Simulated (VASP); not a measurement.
A run of VASP 6.6.1:

INCAR

```
PREC = Accurate
ENCUT = 520
EDIFF = 1E-7
ISMEAR = -1
SIGMA = 0.05
LREAL = F
LASPH = T
NELM = 100
ALGO = Normal
ISIF = 2
LWAVE = F
LCHARG = F
GGA = PE
NBANDS = 12
```

File KPOINTS:

```
regular mesh
0
Gamma
  10 10 3
```

File POSCAR:

```
Mg
1.0
    3.1119747816      0.0000000000      0.0000000000
   -1.5559873908      2.6950492168      0.0000000000
    0.0000000000      0.0000000000     10.1082138827
Mg
4
Direct
    0.6666666667      0.3333333333      0.7500000000
    0.0000000000      0.0000000000      0.5000000000
    0.3333333333      0.6666666667      0.2500000000
    0.0000000000      0.0000000000      0.0000000000
```

Potentials or basis: VASP PAW PBE potentials, release 64 (Mg).

The run is started by

```sh
$ cat potpaw_PBE.64/Mg/POTCAR > POTCAR
$ mpirun -np 1 vasp_std > vasp.out
```

Hardware: 1 thread of Intel(R) Xeon(R) Platinum 8488C (Sapphire Rapids), with other jobs on the host.

Question: Estimate the wall time of this run.

Answer: It took 30 s on 1 thread of Intel(R) Xeon(R) Platinum 8488C (Sapphire Rapids), on a shared host, peak memory 0.2 GiB. Counts: scf iterations 11, k points 28.
